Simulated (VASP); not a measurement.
Here is a VASP 6.6.1 calculation.

INCAR

```
SYSTEM = I
PREC = Accurate
ENCUT = 520
EDIFF = 1E-6
ISMEAR = -1
SIGMA = 0.05
LREAL = .False.
LASPH = .True.
NELM = 100
ALGO = Normal
ISIF = 2
LWAVE = .False.
LCHARG = .False.
GGA = PE
NBANDS = 14
```

Contents of KPOINTS:

```
Automatic mesh
0
Gamma
  15 15 8
  0 0 0
```

File POSCAR:

```
I
1.0
    4.3110455008      0.0000000000      0.0000000000
   -2.1555227504      3.7334749205      0.0000000000
    0.0000000000      0.0000000000      4.9152061429
I
2
Direct
    0.3333333333      0.6666666667      0.2500000000
    0.6666666667      0.3333333333      0.7500000000
```

Potentials or basis: VASP PAW PBE potentials, release 64 (I).

Command:

```sh
$ cat potpaw_PBE.64/I/POTCAR > POTCAR
$ mpirun -np 1 vasp_std > vasp.out
```

(1) Predict the band gap on the k mesh.

(2) Estimate the pressure.

Answers

(1) zero (band 7 reaches 4.30 eV, above the bottom of band 8 at 2.48 eV).

(2) -0.4 GPa.

Caveat: spin-orbit coupling is left out, which moves the levels of the heavy elements.
